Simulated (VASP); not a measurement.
# HfN (Fm-3m) in VASP: further runs

The runs below take HfN through single point, relaxation of cell and atoms, with PBE+D4, revPBE+D3(BJ)+U, PBE+D3(BJ), PBEsol+D3(BJ).

Everything below comes from runs of VASP 6.6.1. Logs are shortened: lines on timing, memory, paths and dates and some standing lists are left out, and cuts for length are marked.

## Step 1: The cell of the first run

Symmetry: Fm-3m, No. 225, cubic system. Conventional cell: a = 4.522 Å, b = 4.522 Å, c = 4.522 Å, α = 90.00°, β = 90.00°, γ = 90.00°. Hf (site symmetry m-3m) has 6 N at 2.26 Å within 3.0 Å. N (site symmetry m-3m) has 6 Hf at 2.26 Å within 3.0 Å.

## Step 2: Single point, PBE+D4

INCAR

```
SYSTEM = HfN
  PREC = Accurate
  ENCUT = 600
  EDIFF = 1E-6
  ISMEAR = -1
  SIGMA = 0.05
  LREAL = .False.
  LASPH = .True.
  NELM = 120
  ALGO = Normal
  ISIF = 2
  LWAVE = .False.
  LCHARG = .True.
  GGA = PE
  IVDW = 13
  LELF = .True.
  LVHAR = .True.
  NBANDS = 14
  GGA_COMPAT = .False.
```

KPOINTS

```
Automatic mesh
0
Gamma
  10 10 10
  0 0 0
```

POSCAR

```
HfN
1.0
    0.0000000000      2.2607994075      2.2607994075
    2.2607994075      0.0000000000      2.2607994075
    2.2607994075      2.2607994075      0.0000000000
Hf N
1 1
Direct
    0.0000000000      0.0000000000      0.0000000000
    0.5000000000      0.5000000000      0.5000000000
```

Potentials or basis: VASP PAW PBE potentials, release 64 (Hf_pv, N).

Launch:

```sh
$ cat potpaw_PBE.64/Hf_pv/POTCAR potpaw_PBE.64/N/POTCAR > POTCAR
$ mpirun -np 1 vasp_std > vasp.out
```

OUTCAR:

```text
SYSTEM = HfN
   PREC = Accurate
   ENCUT = 600
   EDIFF = 1E-6
   ISMEAR = -1
   LREAL = .False.
   LASPH = .True.
   NELM = 120
   ISIF = 2
   GGA = PE
   IVDW = 13

 ion  position               nearest neighbor table
   1  0.000  0.000  0.000-   2 2.26   2 2.26   2 2.26   2 2.26   2 2.26   2 2.26
   2  0.500  0.500  0.500-   1 2.26   1 2.26   1 2.26   1 2.26   1 2.26   1 2.26

  LATTYP: Found a face centered cubic cell.
 ALAT       =     4.5215988150

  Lattice vectors:

 A1 = (   0.0000000000,   2.2607994075,   2.2607994075)
 A2 = (   2.2607994075,   0.0000000000,   2.2607994075)
 A3 = (   2.2607994075,   2.2607994075,   0.0000000000)

Analysis of symmetry for initial positions (statically):
=====================================================================
 Subroutine PRICEL returns:
 Original cell was already a primitive cell.

 Routine SETGRP: Setting up the symmetry group for a
 face centered cubic supercell.

 Subroutine GETGRP returns: Found 48 space group operations
 (whereof 48 operations were pure point group operations)
 out of a pool of 48 trial point group operations.

The static configuration has the point symmetry O_h .

Analysis of symmetry for dynamics (positions and initial velocities):
=====================================================================
 Subroutine PRICEL returns:
 Original cell was already a primitive cell.

 Routine SETGRP: Setting up the symmetry group for a
 face centered cubic supercell.

 Subroutine GETGRP returns: Found 48 space group operations
 (whereof 48 operations were pure point group operations)
 out of a pool of 48 trial point group operations.

The dynamic configuration has the point symmetry O_h .

 Subroutine INISYM returns: Found 48 space group operations
 (whereof 48 operations are pure point group operations),
 and found     1 'primitive' translations

----------------------------------------------------------------------------------------

                                     Primitive cell

  volume of cell :      23.1109

  direct lattice vectors                    reciprocal lattice vectors
     0.000000000  2.260799407  2.260799407    -0.221160709  0.221160709  0.221160709
     2.260799407  0.000000000  2.260799407     0.221160709 -0.221160709  0.221160709
     2.260799407  2.260799407  0.000000000     0.221160709  0.221160709 -0.221160709

  length of vectors
     3.197253184  3.197253184  3.197253184     0.383061585  0.383061585  0.383061585

  position of ions in fractional coordinates (direct lattice)
     0.000000000  0.000000000  0.000000000
     0.500000000  0.500000000  0.500000000

  ion indices of the primitive-cell ions
[... 88 lines left out ...]
   EMIN   =  10.00;   EMAX   =-10.00  energy-range for DOS
   EFERMI =   0.00;   METHOD = LEGACY
   ISMEAR =    -1;   SIGMA  =   0.05  broadening in eV -4-tet -1-fermi 0-gaus
   EFERMI_NEDOS =   21; number of points for ismear=-14 and -15
   IALGO  =     38    algorithm
   IMIX   =      4    mixing-type and parameters
     AMIX     =   0.40;   BMIX     =  1.00
     AMIX_MAG =   1.60;   BMIX_MAG =  1.00
  volume/ion in A,a.u.               =      11.56        77.98
  Fermi-wavevector in a.u.,A,eV,Ry     =   1.417424  2.678544 27.335353  2.009092
  Thomas-Fermi vector in A             =   2.538656
   LORBIT       =      0    0 simple, 1 ext, 2 COOP (PROOUT), +10 PAW based schemes
   GGA     = PE    functional components
   LHFCALC =     F    Hartree Fock is set to
   AEXX    =    0.0000 exact exchange contribution
   IVDW    =    13    specifies the selected vdW correction
   LEPSILON=     F    determine dielectric tensor
   LRPA    =     F    only Hartree local field effects (RPA)
 non-spin polarized calculation
  energy-cutoff  :      600.00
  volume of cell :       23.11
 maximum number of plane-waves:       785
 NGX is ok and might be reduce to    28
   NGX = 13   NGY = 13   NGZ = 13

 number of electron      15.0000002 magnetization

 Free energy of the ion-electron system (eV)
  ---------------------------------------------------
  ext. energy  EPLUGINS =         0.00000000
  ---------------------------------------------------
  free energy    TOTEN  =       -21.75373314 eV

  energy without entropy =      -21.74721422  energy(sigma->0) =      -21.75047368

 E-fermi :   8.4032     XC(G=0): -12.7196

 val. band max:        8.3576854936   @ k =  -0.4000   0.3000   0.0000
 cond. band min:       8.4138978535   @ k =  -0.1000   0.1000   0.0000
 fundamental gap:      0.0562123599
 Fermi energy:         8.4032291643

 k-point     1 :       0.0000    0.0000    0.0000
  band No.  band energies     occupation
      1     -22.7926      2.00000
      2     -22.7926      2.00000
      3     -22.7926      2.00000
      4      -9.1368      2.00000
      5       5.3336      2.00000
      6       5.3336      2.00000
      7       5.3336      2.00000
      8       8.0206      1.99905
      9       8.0206      1.99905
     10       8.0206      1.99905
     11      10.1360      0.00000
     12      10.3294      0.00000
     13      10.3294      0.00000
     14      17.9240      0.00000
[... 377 lines left out ...]
      1     -23.4592      2.00000
      2     -23.0536      2.00000
      3     -23.0250      2.00000
      4      -7.7472      2.00000
      5       1.7636      2.00000
      6       3.7536      2.00000
      7       4.2330      2.00000
      8       5.8974      2.00000
      9      12.4370      0.00000
     10      12.9171      0.00000
     11      13.0945      0.00000
     12      13.1542      0.00000
     13      17.4837      0.00000
     14      19.6672      0.00000

 [... further k-points ...]

------------------------ aborting loop because EDIFF is reached ----------------------------------------

  DFT-D4 for vdW energy calculation

  Edisp (eV):   -0.56261

  FORCE on cell =-STRESS in cart. coord.  units (eV):
  Direction    XX          YY          ZZ          XY          YZ          ZX
  --------------------------------------------------------------------------------------
  -------------------------------------------------------------------------------------
  Total      -0.35520    -0.35520    -0.35520     0.00000    -0.00000     0.00000
  in kB     -24.62480   -24.62480   -24.62480     0.00000    -0.00000     0.00000
  external pressure =      -24.62 kB  Pullay stress =        0.00 kB

 VOLUME and BASIS-vectors are now :
 -----------------------------------------------------------------------------
  energy-cutoff  :      600.00
  volume of cell :       23.11
      direct lattice vectors                 reciprocal lattice vectors
     0.000000000  2.260799407  2.260799407    -0.221160709  0.221160709  0.221160709
     2.260799407  0.000000000  2.260799407     0.221160709 -0.221160709  0.221160709
     2.260799407  2.260799407  0.000000000     0.221160709  0.221160709 -0.221160709

 POSITION                                       TOTAL-FORCE (eV/Angst)
 -----------------------------------------------------------------------------------
      0.00000      0.00000      0.00000         0.000000      0.000000      0.000000
      2.26080      2.26080      2.26080        -0.000000     -0.000000     -0.000000
 -----------------------------------------------------------------------------------
    total drift:                                0.000000      0.000000      0.000000

  FREE ENERGIE OF THE ION-ELECTRON SYSTEM (eV)
  ---------------------------------------------------
  free  energy   TOTEN  =       -22.3163412898 eV

  energy  without entropy=      -22.3098223739  energy(sigma->0) =      -22.31308183
```

OSZICAR:

```text
N       E                     dE             d eps       ncg     rms          rms(c)
DAV:   1     0.451117046524E+02    0.45112E+02   -0.84394E+03  1316   0.113E+03
DAV:   2    -0.223340324433E+02   -0.67446E+02   -0.63286E+02  1722   0.265E+02
DAV:   3    -0.247513832066E+02   -0.24174E+01   -0.24059E+01  1514   0.419E+01
DAV:   4    -0.247607576409E+02   -0.93744E-02   -0.93727E-02  1604   0.298E+00
DAV:   5    -0.247608181981E+02   -0.60557E-04   -0.60556E-04  1514   0.214E-01    0.488E+01
DAV:   6    -0.218588034710E+02    0.29020E+01   -0.82551E+00  1484   0.229E+01    0.412E+01
DAV:   7    -0.217812499524E+02    0.77554E-01   -0.47969E-01  1640   0.622E+00    0.266E+01
DAV:   8    -0.217599698168E+02    0.21280E-01   -0.11186E-01  1496   0.302E+00    0.658E+00
DAV:   9    -0.217538170147E+02    0.61528E-02   -0.15416E-02  1508   0.106E+00    0.201E+00
DAV:  10    -0.217537635780E+02    0.53437E-04   -0.93621E-04  1700   0.299E-01    0.421E-01
DAV:  11    -0.217537354499E+02    0.28128E-04   -0.62956E-05  1616   0.793E-02    0.114E-01
DAV:  12    -0.217537333780E+02    0.20719E-05   -0.68737E-06  1768   0.224E-02    0.153E-02
DAV:  13    -0.217537331394E+02    0.23862E-06   -0.16941E-07   898   0.438E-03
   1 F= -.22316341E+02 E0= -.22313082E+02  d E =-.651892E-02
```

stdout:

```text
POSCAR found type information on POSCAR HfN
 POSCAR found :  2 types and       2 ions
 scaLAPACK will be used
 LDA part: xc-table for (Slater+PW92), standard interpolation
 POSCAR, INCAR and KPOINTS ok, starting setup
 FFT: planning ... GRIDC
 FFT: planning ... GRID_SOFT
 FFT: planning ... GRID
 WAVECAR not read
 entering main loop
```

It took 11 s on 1 thread of Intel Xeon 6975P-C (Granite Rapids), shared host; peak memory 0.17 GiB.

Results:

```
Free energy                : -22.3163 eV
Pressure                   : -2.5 GPa
Band gap on the k mesh     : zero (an odd number of electrons rules out a gap without spin polarisation)
Dispersion energy per atom : -0.281 eV
```

Caveat: spin-orbit coupling is left out, which moves the levels of the heavy elements.

## Step 3: Single point, revPBE+D3(BJ)+U

This run uses another cell than the first one, of 11.48 Å³/atom.

INCAR

```
SYSTEM = HfN
ALGO = Normal
EDIFF = 1E-6
ENCUT = 600
GGA = RE
GGA_COMPAT = .FALSE.
ISIF = 2
ISMEAR = 1
IVDW = 12
LASPH = .TRUE.
LCHARG = .FALSE.
LDAU = .TRUE.
LDAUJ = 0 0
LDAUL = 2 -1
LDAUPRINT = 1
LDAUTYPE = 2
LDAUU = 4 0
LMAXMIX = 4
LREAL = .FALSE.
LWAVE = .FALSE.
NBANDS = 14
NELM = 200
PREC = Accurate
SIGMA = 0.01
```

KPOINTS

```
k-points
0
G
  10 10 10
  0 0 0
```

POSCAR

```
HfN
1.0
    0.0000000000      2.2560000000      2.2560000000
    2.2560000000      0.0000000000      2.2560000000
    2.2560000000      2.2560000000      0.0000000000
Hf N
1 1
Direct
    0.0000000000      0.0000000000      0.0000000000
    0.5000000000      0.5000000000      0.5000000000
```

Potentials or basis: VASP PAW PBE potentials, release 64 (Hf_pv, N).

Launch:

```sh
$ cat potpaw_PBE.64/Hf_pv/POTCAR potpaw_PBE.64/N/POTCAR > POTCAR
$ mpirun -np 1 vasp_std > vasp.out
```

Wall time 11 s (1 thread of Intel Xeon 6975P-C (Granite Rapids), shared host); peak memory 0.18 GiB.

Results (log left out):

```
Free energy                : -19.4834 eV
Pressure                   : 13.0 GPa
Band gap on the k mesh     : zero (an odd number of electrons rules out a gap without spin polarisation)
Dispersion energy per atom : -0.713 eV
```

Levels at points of the mesh, in eV from the Fermi level:
```
           k point  band 4  band 5  band 6  band 7  band 8  band 9  band 10  band 11  band 12  band 13
(0.00, 0.00, 0.00)  -18.14   -3.52   -3.52   -3.52   -0.18   -0.18    -0.18     1.15     2.19     2.19
(0.50, 0.00, 0.00)  -15.37   -9.36   -6.38   -6.38    3.28    3.66     3.97     3.97     8.97     8.97
(0.50, 0.50, 0.00)  -16.83   -6.05   -4.23   -4.23   -3.80    4.38     5.43     5.90     5.90     7.65
```

Eigenvalues of the final occupation matrices:
| site | spin | trace | eigenvalues |
| --- | --- | --- | --- |
| site 1 d | 1 | 0.83 | 0.16 0.16 0.16 0.18 0.18 |
| site 1 d | 2 | 0.83 | 0.16 0.16 0.16 0.18 0.18 |

Caveat: the cell stands under pressure; the PAW data sets were made with another functional, which shifts forces and pressure a little; spin-orbit coupling is left out, which moves the levels of the heavy elements; U without spin polarisation on a metal has little footing.

(Continued in part 2 of 2.)

The gap in the log of VASP goes by the Fermi energy; the results here count the filled bands.